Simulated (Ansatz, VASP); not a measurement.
**Pb in VASP and in Ansatz**

The input INCAR:

```
SYSTEM = Pb
PREC     = Accurate       ! precision mode
ENCUT    = 520            ! plane-wave cutoff, eV
EDIFF    = 1E-7           ! SCF threshold, eV
ISMEAR   = 0              ! smearing method
SIGMA    = 0.15           ! smearing width, eV
LREAL    = .FALSE.        ! projectors in reciprocal space
LASPH    = .TRUE.         ! aspherical terms in the spheres
NELM     = 100            ! most SCF steps
ALGO     = Fast           ! electronic algorithm
ISIF     = 2              ! what is computed and relaxed
LWAVE    = .FALSE.        ! write WAVECAR
LCHARG   = .FALSE.        ! write CHGCAR
GGA      = PS             ! functional
NBANDS   = 13             ! bands
```

Contents of KPOINTS:

```
regular mesh
0
G
  18 18 18
  0 0 0
```

File POSCAR:

```
Pb
1.0
    0.0000000000      2.7723963284      1.9600842042
    2.7723963284      0.0000000000      1.9600842042
    2.7723963284      2.7723963284      0.0000000000
Pb
1
Direct
    0.0000000000      0.0000000000      0.0000000000
```

Input for Ansatz:

```yaml
crystal:
  lattice:
    - [0.0, 2.7723963284, 1.9600842042]
    - [2.7723963284, 0.0, 1.9600842042]
    - [2.7723963284, 2.7723963284, 0.0]
  atoms:
    - { symbol: Pb, position: [0.0, 0.0, 0.0] }
basis:
  ecutwfc: 420
kpoints:
  mp_grid: { grid: [18, 18, 18] }
hamiltonian:
  xc: pbesol
scf:
  occupations: { method: gaussian, width: 0.15 }
output:
  forces: true
  stress: true
  eigenvalues: true
```

Alike in both runs: task single point; functional PBEsol; k mesh 18 × 18 × 18; occupations gaussian, width 0.15 eV; no spin polarisation.

|  | VASP | Ansatz |
| --- | --- | --- |
| version | VASP 6.6.1 | Ansatz 0.2.0 |
| potentials or method | VASP PAW PBE potentials, release 64 (Pb_d), cutoff 520 eV | scalar-relativistic, plane waves, PAW |
| valence electrons in the cell | 14 | 14 |

```tsv
	VASP	Ansatz	Ansatz less VASP
gap on the k mesh at the Fermi level (eV)	none	none	-
pressure (GPa)	-0.4	-0.3	+0.06
```

VASP's potentials were made for PBE, not for PBEsol. A gap of «none» marks a metal or a gap that the smearing closes. The functional is the same, so the differences come from potentials, cutoffs and numerics.

Spin-orbit coupling is off throughout.
